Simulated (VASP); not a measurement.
# SiC (F-43m) in VASP: further runs

Runs on SiC. Level: HSE06. Tasks: single point.

All numbers are computed with VASP 6.6.1; they aren't measurements. Logs are shortened: lines on timing, memory, paths and dates and some standing lists are left out, and cuts for length are marked.

**Experimental background.**

“Insight into the structural, elastic and electronic properties of a new orthorhombic 6O-SiC polytype”, 2020, pmc:7200658 quotes, for a bulk crystal of SiC: band gap 2.4 eV (indirect).

The runs below are set against these values where they give the same quantity.

### 1 The cell of the first run

Symmetry: F-43m, No. 216, cubic system. The conventional cell has a = 4.261 Å, b = 4.261 Å, c = 4.261 Å, α = 90.00°, β = 90.00°, γ = 90.00°. Si (site symmetry -43m) has 4 C at 1.84 Å within 2.4 Å. Within 2.4 Å of C (site symmetry -43m) lie 4 Si at 1.84 Å.

### 2 Single point, HSE06 (9.67 Å³/atom)

POSCAR

```
SiC
1.0
    0.0000000000      2.1302675874      2.1302675874
    2.1302675874      0.0000000000      2.1302675874
    2.1302675874      2.1302675874      0.0000000000
Si C
1 1
Direct
    0.0000000000      0.0000000000      0.0000000000
    0.2500000000      0.2500000000      0.2500000000
```

INCAR.step1

```
SYSTEM = SiC
PREC = Accurate
ENCUT = 520
EDIFF = 1E-5
ISMEAR = 0
SIGMA = 0.02
LREAL = .FALSE.
LASPH = .TRUE.
NELM = 80
ALGO = Normal
ISIF = 2
LWAVE = .TRUE.
LCHARG = .FALSE.
GGA = PE
NBANDS = 11
```

INCAR.step2

```
SYSTEM = SiC
PREC = Accurate
ENCUT = 520
EDIFF = 1E-6
ISMEAR = 0
SIGMA = 0.02
LREAL = .FALSE.
LASPH = .TRUE.
NELM = 80
ALGO = Normal
ISIF = 2
LWAVE = .FALSE.
LCHARG = .FALSE.
GGA = PE
LHFCALC = .TRUE.
HFSCREEN = 0.2079
PRECFOCK = Normal
ISTART = 1
NBANDS = 11
```

KPOINTS

```
Automatic mesh
0
G
  6 6 6
  0 0 0
```

Potentials or basis: VASP PAW PBE potentials, release 64 (Si, C).

Started as:

```console
$ cat potpaw_PBE.64/Si/POTCAR potpaw_PBE.64/C/POTCAR > POTCAR
$ cp INCAR.step1 INCAR
$ mpirun -np 1 vasp_std > vasp.out
$ cp INCAR.step2 INCAR
$ mpirun -np 1 vasp_std > vasp.out
```

OUTCAR:

```text
SYSTEM = SiC
   PREC = Accurate
   ENCUT = 520
   EDIFF = 1E-6
   ISMEAR = 0
   LREAL = .FALSE.
   LASPH = .TRUE.
   NELM = 80
   ISIF = 2
   GGA = PE
   LHFCALC = .TRUE.
   HFSCREEN = 0.2079
   PRECFOCK = Normal
   ISTART = 1

 ion  position               nearest neighbor table
   1  0.000  0.000  0.000-   2 1.84   2 1.84   2 1.84   2 1.84
   2  0.250  0.250  0.250-   1 1.84   1 1.84   1 1.84   1 1.84

  LATTYP: Found a face centered cubic cell.
 ALAT       =     4.2605351748

  Lattice vectors:

 A1 = (   0.0000000000,   2.1302675874,   2.1302675874)
 A2 = (   2.1302675874,   0.0000000000,   2.1302675874)
 A3 = (   2.1302675874,   2.1302675874,   0.0000000000)

Analysis of symmetry for initial positions (statically):
=====================================================================
 Subroutine PRICEL returns:
 Original cell was already a primitive cell.

 Routine SETGRP: Setting up the symmetry group for a
 face centered cubic supercell.

 Subroutine GETGRP returns: Found 24 space group operations
 (whereof 24 operations were pure point group operations)
 out of a pool of 48 trial point group operations.

The static configuration has the point symmetry T_d .

Analysis of symmetry for dynamics (positions and initial velocities):
=====================================================================
 Subroutine PRICEL returns:
 Original cell was already a primitive cell.

 Routine SETGRP: Setting up the symmetry group for a
 face centered cubic supercell.

 Subroutine GETGRP returns: Found 24 space group operations
 (whereof 24 operations were pure point group operations)
 out of a pool of 48 trial point group operations.

The dynamic configuration has the point symmetry T_d .

 Subroutine INISYM returns: Found 24 space group operations
 (whereof 24 operations are pure point group operations),
 and found     1 'primitive' translations

----------------------------------------------------------------------------------------

                                     Primitive cell

  volume of cell :      19.3345

  direct lattice vectors                    reciprocal lattice vectors
     0.000000000  2.130267587  2.130267587    -0.234712298  0.234712298  0.234712298
     2.130267587  0.000000000  2.130267587     0.234712298 -0.234712298  0.234712298
     2.130267587  2.130267587  0.000000000     0.234712298  0.234712298 -0.234712298

  length of vectors
     3.012653314  3.012653314  3.012653314     0.406533625  0.406533625  0.406533625

  position of ions in fractional coordinates (direct lattice)
     0.000000000  0.000000000  0.000000000
     0.250000000  0.250000000  0.250000000

  ion indices of the primitive-cell ions
   primitive index   ion index
                 1           1
                 2           2

----------------------------------------------------------------------------------------

 KPOINTS: Automatic mesh

Automatic generation of k-mesh.
 Grid dimensions read from file:
 generate k-points for:    6    6    6

 Generating k-lattice:

  Cartesian coordinates                     Fractional coordinates (reciprocal lattice)
    -0.039118716  0.039118716  0.039118716     0.166666667  0.000000000  0.000000000
     0.039118716 -0.039118716  0.039118716     0.000000000  0.166666667  0.000000000
     0.039118716  0.039118716 -0.039118716     0.000000000  0.000000000  0.166666667

  Length of vectors
     0.067755604  0.067755604  0.067755604

  Shift w.r.t. Gamma in fractional coordinates (k-lattice)
     0.000000000  0.000000000  0.000000000

 Subroutine IBZKPT returns following result:
 ===========================================

 Found     16 irreducible k-points:

 Following reciprocal coordinates:
            Coordinates               Weight
  0.000000  0.000000  0.000000      1.000000
  0.166667  0.000000  0.000000      8.000000
  0.333333  0.000000  0.000000      8.000000
  0.500000  0.000000  0.000000      4.000000
  0.166667  0.166667  0.000000      6.000000
  0.333333  0.166667  0.000000     24.000000
[... 8 lines left out ...]
 -0.333333  0.333333  0.166667     24.000000
 -0.333333  0.500000  0.166667     12.000000
   k-points           NKPTS =     16   k-points in BZ     NKDIM =    216   number of bands    NBANDS=     11
   number of dos      NEDOS =    301   number of ions     NIONS =      2
   total plane-waves  NPLWV =  13824
   dimension x,y,z NGX =    24 NGY =   24 NGZ =   24
   dimension x,y,z NGXF=    48 NGYF=   48 NGZF=   48
   ions per type =               1   1
   NGX,Y,Z   is equivalent  to a cutoff of  13.24, 13.24, 13.24 a.u.
   NGXF,Y,Z  is equivalent  to a cutoff of  26.49, 26.49, 26.49 a.u.
 SYSTEM =  SiC
   PREC   = accura    normal or accurate (medium, high low for compatibility)
   ISTART =      1    job   : 0-new  1-cont  2-samecut
   ICHARG =      0    charge: 1-file 2-atom 10-const
   ISPIN  =      1    spin polarized calculation?
   LNONCOLLINEAR =      F non collinear calculations
   LSORBIT =      F    spin-orbit coupling
   LASPH  =      T    aspherical Exc in radial PAW
   ENCUT  =  520.0 eV  38.22 Ry    6.18 a.u.   5.60  5.60  5.60*2*pi/ulx,y,z
   NELM   =     80;   NELMIN=  2; NELMDL=  0     # of ELM steps
   EDIFF  = 0.1E-05   stopping-criterion for ELM
   LREAL  =      F    real-space projection
   EDIFFG = 0.1E-04   stopping-criterion for IOM
   NSW    =      0    number of steps for IOM
   IBRION =     -1    ionic relax: 0-MD 1-quasi-New 2-CG
   NFREE  =      0    steps in history (QN), initial steepest desc. (CG)
   ISIF   =      2    stress and relaxation
   ISYM   =      3    0-nonsym 1-usesym 2-fastsym
   POTIM  = 0.5000    time-step for ionic-motion
   TEBEG  =    0.0;   TEEND  =   0.0 temperature during run
   PSTRESS=    0.0 pullay stress
   NELECT =       8.0000    total number of electrons
   NUPDOWN=      -1.0000    fix difference up-down
   EMIN   =  10.00;   EMAX   =-10.00  energy-range for DOS
   EFERMI =   0.00;   METHOD = LEGACY
   ISMEAR =     0;   SIGMA  =   0.02  broadening in eV -4-tet -1-fermi 0-gaus
   EFERMI_NEDOS =   21; number of points for ismear=-14 and -15
   IALGO  =     38    algorithm
   IMIX   =      1    mixing-type and parameters
     AMIX     =   0.40;   BMIX     =  1.00
     AMIX_MAG =   1.60;   BMIX_MAG =  1.00
  volume/ion in A,a.u.               =       9.67        65.24
  Fermi-wavevector in a.u.,A,eV,Ry     =   1.219909  2.305293 20.247881  1.488177
  Thomas-Fermi vector in A             =   2.355145
   LORBIT       =      0    0 simple, 1 ext, 2 COOP (PROOUT), +10 PAW based schemes
   GGA     = PE    functional components
   LHFCALC =     T    Hartree Fock is set to
   PRECFOCK=normal    Normal, Fast or Accurate (Low or Medium for compatibility)
   ENCUT4O =  -1.0   cutoff for four orbital integrals eV
   NKREDX  =     1    reduce k-point grid by
   NKREDY  =     1    reduce k-point grid by
   NKREDZ  =     1    reduce k-point grid by
   AEXX    =    0.2500 exact exchange contribution
   HFSCREEN=    0.2079 screening length (either q_TF or 0.3 A-1)
   HFSCREENC=   0.2079 screening length for correlation (either q_TF or 0.3 A-1)
   ENCUTFOCK=  -1.0 apply spherical cutoff to Coloumb kernel
   IVDW    =     0    specifies the selected vdW correction
   LEPSILON=     F    determine dielectric tensor
   LRPA    =     F    only Hartree local field effects (RPA)
 non-spin polarized calculation
 Gauss-broadening in eV      SIGMA  =   0.02
  energy-cutoff  :      520.00
  volume of cell :       19.33
 maximum number of plane-waves:       544
 NGX is ok and might be reduce to    24
  NGX = 18; NGY = 18; NGZ = 18

 number of electron       7.9999999 magnetization

 Free energy of the ion-electron system (eV)
  ---------------------------------------------------
  ext. energy  EPLUGINS =         0.00000000
  ---------------------------------------------------
  free energy    TOTEN  =       -17.35957397 eV

  energy without entropy =      -17.35957397  energy(sigma->0) =      -17.35957397

 E-fermi :   8.3755     XC(G=0):  -9.5847

 val. band max:        8.2520494659   @ k =   0.0000   0.0000   0.0000
 cond. band min:      10.4393847208   @ k =   0.5000   0.5000   0.0000
 fundamental gap:      2.1873352549
 Fermi energy:         8.3754729574

 k-point     1 :       0.0000    0.0000    0.0000
  band No.  band energies     occupation
      1      -9.3035      2.00000
      2       8.2520      2.00000
      3       8.2520      2.00000
      4       8.2520      2.00000
      5      16.6457      0.00000
      6      17.3676      0.00000
      7      17.3676      0.00000
      8      17.3676      0.00000
      9      24.7842      0.00000
     10      24.7842      0.00000
     11      27.3562      0.00000

 k-point     2 :       0.1667    0.0000    0.0000
  band No.  band energies     occupation
      1      -8.6857      2.00000
      2       5.6191      2.00000
      3       7.8898      2.00000
      4       7.8898      2.00000
      5      16.5058      0.00000
      6      17.9433      0.00000
      7      17.9433      0.00000
      8      18.7523      0.00000
      9      23.0519      0.00000
     10      23.0519      0.00000
     11      25.9836      0.00000

 k-point     3 :       0.3333    0.0000    0.0000
  band No.  band energies     occupation
      1      -6.9301      2.00000
      2       1.2488      2.00000
      3       7.3166      2.00000
      4       7.3166      2.00000
      5      15.8164      0.00000
      6      17.5692      0.00000
      7      17.5692      0.00000
      8      20.2449      0.00000
      9      24.6842      0.00000
     10      24.6842      0.00000
     11      25.8606      0.00000

 k-point     4 :       0.5000    0.0000    0.0000
  band No.  band energies     occupation
      1      -5.1797      2.00000
      2      -1.5014      2.00000
      3       7.0818      2.00000
      4       7.0818      2.00000
      5      15.5683      0.00000
      6      17.0387      0.00000
      7      17.0387      0.00000
      8      20.2114      0.00000
      9      27.0785      0.00000
     10      28.1114      0.00000
     11      28.1114      0.00000

 k-point     5 :       0.1667    0.1667    0.0000
  band No.  band energies     occupation
      1      -8.4793      2.00000
      2       6.3285      2.00000
      3       6.9994      2.00000
      4       6.9994      2.00000
      5      15.3576      0.00000
      6      17.5652      0.00000
      7      19.3385      0.00000
      8      19.3385      0.00000
      9      20.9672      0.00000
     10      25.6849      0.00000
     11      29.3017      0.00000
[... 99 lines left out ...]
 k-point    13 :       0.5000    0.5000    0.0000
  band No.  band energies     occupation
      1      -3.5433      2.00000
      2      -0.5185      2.00000
      3       4.6153      2.00000
      4       4.6153      2.00000
      5      10.4394      0.00000
      6      13.9000      0.00000
      7      25.0410      0.00000
      8      25.0410      0.00000
      9      26.0046      0.00000
     10      31.0850      0.00000
     11      33.4496      0.00000

 k-point    14 :       0.5000    0.3333    0.1667
  band No.  band energies     occupation
      1      -5.4540      2.00000
      2       1.5788      2.00000
      3       3.6018      2.00000
      4       5.5299      2.00000
      5      14.4120      0.00000
      6      17.7047      0.00000
      7      18.8740      0.00000
      8      22.2766      0.00000
      9      24.0958      0.00000
     10      27.5968      0.00000
     11      31.6077      0.00000

 k-point    15 :      -0.3333    0.3333    0.1667
  band No.  band energies     occupation
      1      -3.9454      2.00000
      2      -0.0684      2.00000
      3       2.9133      2.00000
      4       4.7145      2.00000
      5      14.6313      0.00000
      6      17.9921      0.00000
      7      20.8571      0.00000
      8      21.5653      0.00000
      9      23.7671      0.00000
     10      27.2371      0.00000
     11      32.2720      0.00000

 k-point    16 :      -0.3333    0.5000    0.1667
  band No.  band energies     occupation
      1      -3.3402      2.00000
      2       0.1182      2.00000
      3       3.0762      2.00000
      4       3.2738      2.00000
      5      13.3727      0.00000
      6      17.0063      0.00000
      7      21.3139      0.00000
      8      22.8832      0.00000
      9      25.2363      0.00000
     10      28.5964      0.00000
     11      32.7276      0.00000

------------------------ aborting loop because EDIFF is reached ----------------------------------------

  FORCE on cell =-STRESS in cart. coord.  units (eV):
  Direction    XX          YY          ZZ          XY          YZ          ZX
  --------------------------------------------------------------------------------------
  -------------------------------------------------------------------------------------
  Total        1.8916649      1.8916649      1.8916649      0.0000000     -0.0000000     -0.0000000
  in kB      156.7553299    156.7553299    156.7553299      0.0000000     -0.0000000     -0.0000000
  external PRESSURE =     156.7553299 kB  Pullay stress =       0.0000000 kB

 VOLUME and BASIS-vectors are now :
 -----------------------------------------------------------------------------
  energy-cutoff  :      520.00
  volume of cell :       19.33
      direct lattice vectors                 reciprocal lattice vectors
     0.000000000  2.130267587  2.130267587    -0.234712298  0.234712298  0.234712298
     2.130267587  0.000000000  2.130267587     0.234712298 -0.234712298  0.234712298
     2.130267587  2.130267587  0.000000000     0.234712298  0.234712298 -0.234712298

 POSITION                                       TOTAL-FORCE (eV/Angst)
 -----------------------------------------------------------------------------------
      0.00000      0.00000      0.00000         0.000000      0.000000      0.000000
      1.06513      1.06513      1.06513        -0.000000     -0.000000     -0.000000
 -----------------------------------------------------------------------------------
    total drift:                                0.000001      0.000000      0.000000

  FREE ENERGIE OF THE ION-ELECTRON SYSTEM (eV)
  ---------------------------------------------------
  free  energy   TOTEN  =       -17.3595739663 eV

  energy  without entropy=      -17.3595739663  energy(sigma->0) =      -17.35957397
```

Run time: 6.5 min. Hardware: 1 thread of AMD EPYC 7R43 (Zen 3), shared host; peak memory 0.2 GiB.

Results:

```yaml
Free_energy: -17.3596 eV
Pressure: 15.7 GPa
Band_gap_on_the_k_mesh: 2.19 eV (least direct gap 5.82 eV)
```

Caveat: the k points lie up to 0.43 Å⁻¹ apart; the PAW data sets were made with another functional, which shifts forces and pressure a little.

(Continued in part 2 of 2.)
